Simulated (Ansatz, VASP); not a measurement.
Yb: VASP beside Ansatz

The input INCAR:

```
SYSTEM = Yb
PREC = Accurate
ENCUT = 520
EDIFF = 1E-6
ISMEAR = 0
SIGMA = 0.15
LREAL = .FALSE.
LASPH = .TRUE.
NELM = 60
ALGO = Fast
ISIF = 2
LWAVE = .FALSE.
LCHARG = .TRUE.
GGA = PE
LELF = .TRUE.
LVHAR = .TRUE.
NBANDS = 18
```

File KPOINTS:

```
Automatic mesh
0
G
  16 16 16
  0 0 0
```

File POSCAR:

```
Yb
1.0
    0.0000000000      2.9207921231      1.8377624038
    2.9207921231      0.0000000000      1.8377624038
    2.9207921231      2.9207921231      0.0000000000
Yb
1
Direct
    0.0000000000      0.0000000000      0.0000000000
```

Input for Ansatz:

```yaml
crystal:
  lattice:
    - [0.0, 2.9207921231, 1.8377624038]
    - [2.9207921231, 0.0, 1.8377624038]
    - [2.9207921231, 2.9207921231, 0.0]
  atoms:
    - { symbol: Yb, position: [0.0, 0.0, 0.0] }
basis:
  ecutwfc: 420
kpoints:
  mp_grid: { grid: [16, 16, 16] }
hamiltonian:
  xc: pbe
scf:
  occupations: { method: gaussian, width: 0.15 }
output:
  forces: true
  stress: true
  eigenvalues: true
```

Alike in both runs: task single point; functional PBE; k mesh 16 × 16 × 16; occupations gaussian, width 0.15 eV; no spin polarisation.

```csv
,VASP,Ansatz
version,VASP 6.6.1,Ansatz 0.2.0
potentials or method,"VASP PAW PBE potentials, release 64 (Yb), cutoff 520 eV","scalar-relativistic, plane waves, PAW"
valence electrons in the cell,24,24
```

```csv
,VASP,Ansatz,Ansatz less VASP
gap on the k mesh at the Fermi level (eV),none,none,-
pressure (GPa),2.6,2.6,+0.02
"traceless stress, the component that is largest in VASP (GPa)",1.74,1.72,-0.012
```

A gap of «none» marks a metal or a gap that the smearing closes.

Spin-orbit coupling is off throughout.
